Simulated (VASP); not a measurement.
**Sn2GeTe4: single point with PBE**

Sn2GeTe4:

```
Sn Ge Te
1.0
     7.94113   -2.14499   -0.11233
     7.94113    2.14499   -0.11233
    -3.20483    0.00000    6.65948
Sn Ge Te
2 1 4
Direct
  0.25855 0.25855 0.27933
  0.74145 0.74145 0.72067
  0.00000 0.00000 0.00000
  0.88510 0.88510 0.55154
  0.11490 0.11490 0.44846
  0.37838 0.37838 0.03205
  0.62162 0.62162 0.96795
```

```yaml
Program: VASP 6.6.1
Task: single point
Functional: PBE
Potentials_or_basis: VASP PAW PBE potentials, release 64 (Sn_d, Ge_d, Te)
Cutoff: 520 eV
k_mesh: 4 × 4 × 3
Occupations: gaussian, width 0.2 eV
Spin: no spin polarisation
```

- Pressure: 0.0 GPa
- Largest force: 0.025 eV/Å
- Band gap on the k mesh: zero (band 33 reaches 5.88 eV, above the bottom of band 34 at 5.40 eV)

Forces in eV/Å, atoms in the order of the input:
```
Sn  -0.004  0.000 -0.024
Sn   0.004  0.000  0.024
Ge   0.000  0.000  0.000
Te   0.002  0.000  0.009
Te  -0.002  0.000 -0.009
Te  -0.005  0.000 -0.005
Te   0.005  0.000  0.005
```

Stress tensor (GPa, compression positive):
```
 0.03  0.00  0.00
 0.00 -0.06  0.00
 0.00  0.00  0.05
```

Levels at points of the mesh, in eV from the Fermi level:
```
           k point  band 30  band 31  band 32  band 33  band 34  band 35  band 36  band 37
(0.00, 0.00, 0.00)    -0.97    -0.85    -0.81    -0.73     0.39     1.31     2.46     2.59
(0.50, 0.00, 0.00)    -1.48    -1.35    -1.12    -0.76     0.78     1.40     2.66     2.73
(0.50, 0.50, 0.00)    -0.90    -0.63    -0.59    -0.18     0.01     1.13     1.44     2.14
```

Run time: 2.3 min on 1 thread of Intel(R) Xeon(R) 6975P-C (Granite Rapids), on a shared host, peak memory 0.59 GiB.

Caveat: the k points lie up to 0.38 Å⁻¹ apart; spin-orbit coupling is left out, which moves the levels of the heavy elements.
